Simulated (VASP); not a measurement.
Wanted: the native input for a VASP 6.6.1 run.

```yaml
Task: single point
Functional: PBE
Potentials_or_basis: VASP PAW PBE potentials, release 64 (Sn_d, O)
Cutoff: 520 eV
k_mesh: 2 × 2 × 1
Occupations: gaussian, width 0.05 eV
Spin: collinear spin
Dipole_correction: no
Further_INCAR_settings: LREAL = Auto; ALGO = Normal; EDIFF = 1e-06; NBANDS = 187
```

The structure of Sn12O25 (a cell with a defect) lies in POSCAR:

```
Sn12O25
1.0
   -5.3733100000      5.3733100000      1.6162330000
   -5.3733100000     -5.3733100000      1.6162330000
    0.0000000000      0.0000000000      9.6973980000
Sn O
12 25
Direct
    0.1831788400      0.4819028084      0.0552020111
    0.1831379112      0.4816122211      0.3883944344
    0.1836464446      0.4808688311      0.7220190603
    0.4837975188      0.8149727004      0.1162296860
    0.4829852987      0.8148576847      0.4494904804
    0.4831017005      0.8147190449      0.7832212462
    0.5159397526      0.1813461596      0.2164311751
    0.5169489030      0.1815966209      0.5493799118
    0.5172614345      0.1814058460      0.8831177791
    0.8168503972      0.5145407336      0.2773747413
    0.8165826599      0.5154138837      0.6104549917
    0.8167100554      0.5147384694      0.9443644244
    0.7019177337      0.3792513521      0.1525073349
    0.7018910262      0.3798026524      0.4857343494
    0.7022077563      0.3799145707      0.8188709164
    0.3812749041      0.2963126626      0.0529248861
    0.3812682150      0.2962947348      0.3865153061
    0.3818754739      0.2959158279      0.7197408722
    0.6187520564      0.7001198629      0.2795924288
    0.6181780659      0.7003029999      0.6129109709
    0.6186568083      0.6998518923      0.9462493664
    0.2980306777      0.6170556105      0.1801766560
    0.2979096091      0.6164200772      0.5137230873
    0.2980723288      0.6166700969      0.8468234263
    0.0527679829      0.3627615027      0.2633126459
    0.0522662436      0.3629078250      0.5969178460
    0.0525316354      0.3631422772      0.9300633753
    0.3644605302      0.9454420285      0.2808113265
    0.3645241494      0.9456434351      0.6144179008
    0.3653089736      0.9457097499      0.9476257282
    0.9472537445      0.6334390862      0.0694047674
    0.9474429272      0.6333265817      0.4024235217
    0.9476568492      0.6335786347      0.7357279438
    0.6354782688      0.0509994712      0.0519033474
    0.6347891033      0.0506180562      0.3850341774
    0.6355009199      0.0505149826      0.7181047051
    0.9982094927      0.9788918852      0.6703295527
```

These files were run (other wordings do the same):

INCAR

```
SYSTEM = Sn12O25
PREC = Accurate
ENCUT = 520
EDIFF = 1E-6
ISMEAR = 0
SIGMA = 0.05
LREAL = Auto
LASPH = .TRUE.
NELM = 150
ALGO = Normal
ISIF = 2
LWAVE = .FALSE.
LCHARG = .FALSE.
ISPIN = 2
MAGMOM = 0 0 0 0 0 0 0 0 0 0 0 0 0 0 0 0 0 0 0 0 0 0 0 0 0 0.02 0 0 0.03 0 0 0 0.04 0 0 0.02 1.79
LORBIT = 11
GGA = PE
NBANDS = 187
LUSENCCL = .FALSE.
```

KPOINTS

```
regular mesh
0
G
  2 2 1
  0 0 0
```

Potentials or basis: VASP PAW PBE potentials, release 64 (Sn_d, O).

Command:

```sh
$ cat potpaw_PBE.64/Sn_d/POTCAR potpaw_PBE.64/O/POTCAR > POTCAR
$ mpirun -np 1 vasp_std > vasp.out
```

Results of the run:

```json
{
  "Pressure": "1.4 GPa",
  "Largest force": "0.063 eV/Å",
  "Band gap on the k mesh": "0.39 eV",
  "Net moment": "2.00 μB per cell",
  "Site moments": "Sn +0.00, -0.00 (each value once); O +0.00, -0.00, +0.02, +0.04, +1.49 (each value once) μB",
  "Valence electrons inside the program's atomic spheres": "Sn 12.26; O 5.04, 5.01, 5.00, 4.57 (each value once)"
}
```

Caveat: the k points lie up to 0.68 Å⁻¹ apart; spin-orbit coupling is left out, which moves the levels of the heavy elements.

Run time: 5 min on 1 × NVIDIA H100 80GB with 1 thread of AMD EPYC 7R13 Processor (Zen 3) (shared host), peak memory 1.9 GiB.
